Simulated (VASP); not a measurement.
Write the native input for VASP 6.6.1 that does the following.

| Quantity | Value |
| --- | --- |
| Task | single point |
| Functional | PBEsol |
| Potentials or basis | VASP PAW PBE potentials, release 64 (Cu) |
| Cutoff | 520 eV |
| k mesh | 12 × 12 × 12 |
| Occupations | fermi-dirac, width 0.1 eV |
| Spin | no spin polarisation |
| Dipole correction | no |
| Further INCAR settings | ALGO = Normal; EDIFF = 1e-06; NBANDS = 18 |

The structure of Cu lies in POSCAR:

```
Cu
1.0
    1.2285344071     -4.0092421184      0.0000000000
    1.2285344071      4.0092421184      0.0000000000
    0.0000000000      0.0000000000      2.4959555724
Cu
2
Direct
    0.1338670000      0.8661330000      0.2500000000
    0.8661330000      0.1338670000      0.7500000000
```

These files were run (other wordings do the same):

INCAR

```
SYSTEM = Cu
  PREC = Accurate
  ENCUT = 520
  EDIFF = 1E-6
  ISMEAR = -1
  SIGMA = 0.1
  LREAL = .FALSE.
  LASPH = .TRUE.
  NELM = 60
  ALGO = Normal
  ISIF = 2
  LWAVE = .FALSE.
  LCHARG = .FALSE.
  GGA = PS
  NBANDS = 18
```

KPOINTS

```
Automatic mesh
0
G
  12 12 12
  0 0 0
```

Potentials or basis: VASP PAW PBE potentials, release 64 (Cu).

Run with:

```console
$ cat potpaw_PBE.64/Cu/POTCAR > POTCAR
$ mpirun -np 1 vasp_std > vasp.out
```

It gave:

```
Pressure               : -4.2 GPa
Largest force          : 0.038 eV/Å
Band gap on the k mesh : zero (bands 11 and 12 overlap by 5.46 eV)
```

Caveat: the cell stands under tension; the PAW data sets were made with another functional, which shifts forces and pressure a little.

Wall time 47 s on 1 thread of Intel(R) Xeon(R) 6975P-C (Granite Rapids), with other jobs on the host, peak memory 0.23 GiB.
